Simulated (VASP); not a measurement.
# Ba (Pm-3m) in VASP: notebook

Runs on Ba. Level: RPBE. Tasks: single point.

Everything below comes from runs of VASP 6.6.1. Logs are shortened: lines on timing, memory, paths and dates and some standing lists are left out, and cuts for length are marked.

## 1. The cell of the first run

Symmetry: Pm-3m, No. 221, cubic system. The conventional cell has a = 2.850 Å, b = 2.850 Å, c = 2.850 Å, α = 90.00°, β = 90.00°, γ = 90.00°. Within 3.8 Å of Ba (site symmetry m-3m) lie 6 Ba at 2.85 Å.

This isn't the form of Ba at room conditions, which is bcc.

## 2. Single point, RPBE

Contents of INCAR:

```
PREC = Accurate
ENCUT = 520
EDIFF = 1E-6
ISMEAR = 0
SIGMA = 0.1
LREAL = False
LASPH = True
NELM = 80
ALGO = Normal
ISIF = 2
LWAVE = False
LCHARG = True
GGA = RP
LELF = True
LVHAR = True
NBANDS = 11
```

Contents of KPOINTS:

```
Automatic mesh
0
Gamma
  6 6 6
```

Contents of POSCAR:

```
Ba
1.0
    2.8498409939      0.0000000000      0.0000000000
    0.0000000000      2.8498409939      0.0000000000
    0.0000000000      0.0000000000      2.8498409939
Ba
1
Direct
    0.0000000000      0.0000000000      0.0000000000
```

Potentials or basis: VASP PAW PBE potentials, release 64 (Ba_sv).

Run with:

```bash
$ cat potpaw_PBE.64/Ba_sv/POTCAR > POTCAR
$ mpirun -np 1 vasp_std > vasp.out
```

OUTCAR:

```text
PREC = Accurate
   ENCUT = 520
   EDIFF = 1E-6
   ISMEAR = 0
   LREAL = False
   LASPH = True
   NELM = 80
   ISIF = 2
   GGA = RP

 ion  position               nearest neighbor table
   1  0.000  0.000  0.000-

  LATTYP: Found a simple cubic cell.
 ALAT       =     2.8498409939

  Lattice vectors:

 A1 = (   2.8498409939,   0.0000000000,   0.0000000000)
 A2 = (   0.0000000000,   2.8498409939,   0.0000000000)
 A3 = (   0.0000000000,   0.0000000000,   2.8498409939)

Analysis of symmetry for initial positions (statically):
=====================================================================
 Subroutine PRICEL returns:
 Original cell was already a primitive cell.

 Routine SETGRP: Setting up the symmetry group for a
 simple cubic supercell.

 Subroutine GETGRP returns: Found 48 space group operations
 (whereof 48 operations were pure point group operations)
 out of a pool of 48 trial point group operations.

The static configuration has the point symmetry O_h .

Analysis of symmetry for dynamics (positions and initial velocities):
=====================================================================
 Subroutine PRICEL returns:
 Original cell was already a primitive cell.

 Routine SETGRP: Setting up the symmetry group for a
 simple cubic supercell.

 Subroutine GETGRP returns: Found 48 space group operations
 (whereof 48 operations were pure point group operations)
 out of a pool of 48 trial point group operations.

The dynamic configuration has the point symmetry O_h .

 Subroutine INISYM returns: Found 48 space group operations
 (whereof 48 operations are pure point group operations),
 and found     1 'primitive' translations

----------------------------------------------------------------------------------------

                                     Primitive cell

  volume of cell :      23.1453

  direct lattice vectors                    reciprocal lattice vectors
     2.849840994  0.000000000  0.000000000     0.350896770  0.000000000  0.000000000
     0.000000000  2.849840994  0.000000000     0.000000000  0.350896770  0.000000000
     0.000000000  0.000000000  2.849840994     0.000000000  0.000000000  0.350896770

  length of vectors
     2.849840994  2.849840994  2.849840994     0.350896770  0.350896770  0.350896770

  position of ions in fractional coordinates (direct lattice)
     0.000000000  0.000000000  0.000000000

  ion indices of the primitive-cell ions
   primitive index   ion index
                 1           1

----------------------------------------------------------------------------------------

 KPOINTS: Automatic mesh

Automatic generation of k-mesh.
 Grid dimensions read from file:
 generate k-points for:    6    6    6

 Generating k-lattice:

  Cartesian coordinates                     Fractional coordinates (reciprocal lattice)
     0.058482795  0.000000000  0.000000000     0.166666667  0.000000000  0.000000000
     0.000000000  0.058482795  0.000000000     0.000000000  0.166666667  0.000000000
     0.000000000  0.000000000  0.058482795     0.000000000  0.000000000  0.166666667

  Length of vectors
     0.058482795  0.058482795  0.058482795

  Shift w.r.t. Gamma in fractional coordinates (k-lattice)
     0.000000000  0.000000000  0.000000000

 Subroutine IBZKPT returns following result:
 ===========================================

 Found     20 irreducible k-points:

 Following reciprocal coordinates:
            Coordinates               Weight
  0.000000  0.000000  0.000000      1.000000
  0.166667  0.000000  0.000000      6.000000
  0.333333  0.000000  0.000000      6.000000
  0.500000  0.000000  0.000000      3.000000
  0.166667  0.166667  0.000000     12.000000
  0.333333  0.166667  0.000000     24.000000
[... 12 lines left out ...]
  0.500000  0.500000  0.333333      6.000000
  0.500000  0.500000  0.500000      1.000000
   k-points           NKPTS =     20   k-points in BZ     NKDIM =     20   number of bands    NBANDS=     11
   number of dos      NEDOS =    301   number of ions     NIONS =      1
   total plane-waves  NPLWV =  13824
   dimension x,y,z NGX =    24 NGY =   24 NGZ =   24
   dimension x,y,z NGXF=    48 NGYF=   48 NGZF=   48
   ions per type =               1
   NGX,Y,Z   is equivalent  to a cutoff of  14.00, 14.00, 14.00 a.u.
   NGXF,Y,Z  is equivalent  to a cutoff of  28.00, 28.00, 28.00 a.u.
 SYSTEM =  unknown system
   PREC   = accura    normal or accurate (medium, high low for compatibility)
   ISTART =      0    job   : 0-new  1-cont  2-samecut
   ICHARG =      2    charge: 1-file 2-atom 10-const
   ISPIN  =      1    spin polarized calculation?
   LNONCOLLINEAR =      F non collinear calculations
   LSORBIT =      F    spin-orbit coupling
   LASPH  =      T    aspherical Exc in radial PAW
   ENCUT  =  520.0 eV  38.22 Ry    6.18 a.u.   5.30  5.30  5.30*2*pi/ulx,y,z
   NELM   =     80;   NELMIN=  2; NELMDL= -5     # of ELM steps
   EDIFF  = 0.1E-05   stopping-criterion for ELM
   LREAL  =      F    real-space projection
   EDIFFG = 0.1E-04   stopping-criterion for IOM
   NSW    =      0    number of steps for IOM
   IBRION =     -1    ionic relax: 0-MD 1-quasi-New 2-CG
   NFREE  =      0    steps in history (QN), initial steepest desc. (CG)
   ISIF   =      2    stress and relaxation
   ISYM   =      2    0-nonsym 1-usesym 2-fastsym
   POTIM  = 0.5000    time-step for ionic-motion
   TEBEG  =    0.0;   TEEND  =   0.0 temperature during run
   PSTRESS=    0.0 pullay stress
   NELECT =      10.0000    total number of electrons
   NUPDOWN=      -1.0000    fix difference up-down
   EMIN   =  10.00;   EMAX   =-10.00  energy-range for DOS
   EFERMI =   0.00;   METHOD = LEGACY
   ISMEAR =     0;   SIGMA  =   0.10  broadening in eV -4-tet -1-fermi 0-gaus
   EFERMI_NEDOS =   21; number of points for ismear=-14 and -15
   IALGO  =     38    algorithm
   IMIX   =      4    mixing-type and parameters
     AMIX     =   0.40;   BMIX     =  1.00
     AMIX_MAG =   1.60;   BMIX_MAG =  1.00
  volume/ion in A,a.u.               =      23.15       156.19
  Fermi-wavevector in a.u.,A,eV,Ry     =   1.237621  2.338764 20.840109  1.531705
  Thomas-Fermi vector in A             =   2.372180
   LORBIT       =      0    0 simple, 1 ext, 2 COOP (PROOUT), +10 PAW based schemes
   GGA     = RP    functional components
   LHFCALC =     F    Hartree Fock is set to
   AEXX    =    0.0000 exact exchange contribution
   IVDW    =     0    specifies the selected vdW correction
   LEPSILON=     F    determine dielectric tensor
   LRPA    =     F    only Hartree local field effects (RPA)
 non-spin polarized calculation
 Gauss-broadening in eV      SIGMA  =   0.10
  energy-cutoff  :      520.00
  volume of cell :       23.15
 maximum number of plane-waves:       635
 NGX is ok and might be reduce to    24
   NGX = 11   NGY = 11   NGZ = 11

 number of electron      10.0000000 magnetization

 Free energy of the ion-electron system (eV)
  ---------------------------------------------------
  ext. energy  EPLUGINS =         0.00000000
  ---------------------------------------------------
  free energy    TOTEN  =         1.45417729 eV

  energy without entropy =        1.45993669  energy(sigma->0) =        1.45705699

 E-fermi :   7.3351     XC(G=0): -11.3177

 val. band max:        7.2211788516   @ k =   0.5000   0.1667   0.0000
 cond. band min:       7.3457111678   @ k =   0.5000   0.3333   0.3333
 fundamental gap:      0.1245323162
 Fermi energy:         7.3351097779

 k-point     1 :       0.0000    0.0000    0.0000
  band No.  band energies     occupation
      1     -23.3829      2.00000
      2      -4.4004      2.00000
      3      -4.4004      2.00000
      4      -4.4004      2.00000
      5       5.5080      2.00000
      6       5.5080      2.00000
      7       6.2381      2.00000
      8      19.3072      0.00000
      9      19.3072      0.00000
     10      19.3072      0.00000
     11      22.9974      0.00000

 k-point     2 :       0.1667    0.0000    0.0000
  band No.  band energies     occupation
      1     -23.1015      2.00000
      2      -6.5662      2.00000
      3      -4.1955      2.00000
      4      -4.1955      2.00000
      5       5.8369      2.00000
      6       6.4435      2.00000
      7       8.8758      0.00000
      8      16.1467      0.00000
      9      16.1467      0.00000
     10      19.5677      0.00000
     11      20.1109      0.00000

 k-point     3 :       0.3333    0.0000    0.0000
  band No.  band energies     occupation
      1     -22.4529      2.00000
      2      -9.5705      2.00000
      3      -3.7452      2.00000
      4      -3.7452      2.00000
      5       6.6273      2.00000
      6       7.8067      0.00000
      7      12.5046      0.00000
      8      12.9149      0.00000
      9      12.9149      0.00000
     10      18.2326      0.00000
     11      19.3087      0.00000

 k-point     4 :       0.5000    0.0000    0.0000
  band No.  band energies     occupation
      1     -22.0682      2.00000
      2     -10.8323      2.00000
      3      -3.4951      2.00000
      4      -3.4951      2.00000
      5       7.1270      1.99674
      6       9.1376      0.00000
      7      11.5819      0.00000
      8      11.6942      0.00000
      9      11.6942      0.00000
     10      16.7151      0.00000
     11      20.5019      0.00000

 k-point     5 :       0.1667    0.1667    0.0000
  band No.  band energies     occupation
      1     -22.8204      2.00000
      2      -6.3376      2.00000
      3      -6.3179      2.00000
      4      -3.9931      2.00000
      5       6.5079      2.00000
      6       8.9050      0.00000
      7       9.2020      0.00000
      8      13.4784      0.00000
      9      16.0693      0.00000
     10      16.9486      0.00000
     11      20.7535      0.00000
[... 155 lines left out ...]
 k-point    17 :       0.3333    0.3333    0.3333
  band No.  band energies     occupation
      1     -20.6012      2.00000
      2      -7.9492      2.00000
      3      -7.9492      2.00000
      4      -7.8645      2.00000
      5       5.7331      2.00000
      6       7.0454      1.99996
      7       7.0454      1.99996
      8      16.1480      0.00000
      9      17.8653      0.00000
     10      17.8653      0.00000
     11      21.5108      0.00000

 k-point    18 :       0.5000    0.3333    0.3333
  band No.  band energies     occupation
      1     -20.2175      2.00000
      2      -9.1489      2.00000
      3      -7.6432      2.00000
      4      -7.5622      2.00000
      5       4.8330      2.00000
      6       5.7485      2.00000
      7       7.3457      0.88082
      8      14.4701      0.00000
      9      18.2546      0.00000
     10      20.3539      0.00000
     11      26.0878      0.00000

 k-point    19 :       0.5000    0.5000    0.3333
  band No.  band energies     occupation
      1     -19.8332      2.00000
      2      -8.8229      2.00000
      3      -8.8229      2.00000
      4      -7.2980      2.00000
      5       3.9338      2.00000
      6       6.0699      2.00000
      7       6.0699      2.00000
      8      12.7183      0.00000
      9      19.6014      0.00000
     10      25.2754      0.00000
     11      27.5113      0.00000

 k-point    20 :       0.5000    0.5000    0.5000
  band No.  band energies     occupation
      1     -19.4471      2.00000
      2      -8.5116      2.00000
      3      -8.5116      2.00000
      4      -8.5116      2.00000
      5       4.7597      2.00000
      6       4.7597      2.00000
      7       4.7597      2.00000
      8      10.8783      0.00000
      9      25.5540      0.00000
     10      25.5540      0.00000
     11      29.2973      0.00000

------------------------ aborting loop because EDIFF is reached ----------------------------------------

  FORCE on cell =-STRESS in cart. coord.  units (eV):
  Direction    XX          YY          ZZ          XY          YZ          ZX
  --------------------------------------------------------------------------------------
  -------------------------------------------------------------------------------------
  Total        8.0142405      8.0142405      8.0142405     -0.0000000      0.0000000     -0.0000000
  in kB      554.7675689    554.7675689    554.7675689     -0.0000000      0.0000000     -0.0000000
  external PRESSURE =     554.7675689 kB  Pullay stress =       0.0000000 kB

 VOLUME and BASIS-vectors are now :
 -----------------------------------------------------------------------------
  energy-cutoff  :      520.00
  volume of cell :       23.15
      direct lattice vectors                 reciprocal lattice vectors
     2.849840994  0.000000000  0.000000000     0.350896770  0.000000000  0.000000000
     0.000000000  2.849840994  0.000000000     0.000000000  0.350896770  0.000000000
     0.000000000  0.000000000  2.849840994     0.000000000  0.000000000  0.350896770

 POSITION                                       TOTAL-FORCE (eV/Angst)
 -----------------------------------------------------------------------------------
      0.00000      0.00000      0.00000         0.000000      0.000000      0.000000
 -----------------------------------------------------------------------------------
    total drift:                               -0.000000      0.000000      0.000000

  FREE ENERGIE OF THE ION-ELECTRON SYSTEM (eV)
  ---------------------------------------------------
  free  energy   TOTEN  =         1.4541772925 eV

  energy  without entropy=        1.4599366882  energy(sigma->0) =        1.45705699
```

Wall time 4.9 s (1 thread of Intel Xeon 8259CL, shared host); peak memory 0.14 GiB.

Results:

- Free energy: 1.4542 eV
- Pressure: 55.5 GPa
- Band gap on the k mesh: zero (bands 5 and 6 overlap by 4.06 eV)

Levels at points of the mesh, in eV from the Fermi level:
| k point | band 3 | band 4 | band 5 | band 6 | band 7 | band 8 |
| --- | --- | --- | --- | --- | --- | --- |
| (0.00, 0.00, 0.00) | -11.74 | -11.74 | -1.83 | -1.83 | -1.10 | 11.97 |
| (0.50, 0.00, 0.00) | -10.83 | -10.83 | -0.21 | 1.80 | 4.25 | 4.36 |
| (0.50, 0.50, 0.00) | -16.94 | -9.99 | -4.91 | 2.78 | 6.05 | 6.05 |
| (0.50, 0.50, 0.50) | -15.85 | -15.85 | -2.58 | -2.58 | -2.58 | 3.54 |

Caveat: the k points lie up to 0.37 Å⁻¹ apart, too coarse for converged energies and pressures of a metal; the PAW data sets were made with another functional, which shifts forces and pressure a little; spin-orbit coupling is left out, which moves the levels of the heavy elements.

(Continued in part 2 of 2.)

The gap in the log of VASP goes by the Fermi energy; the results here count the filled bands.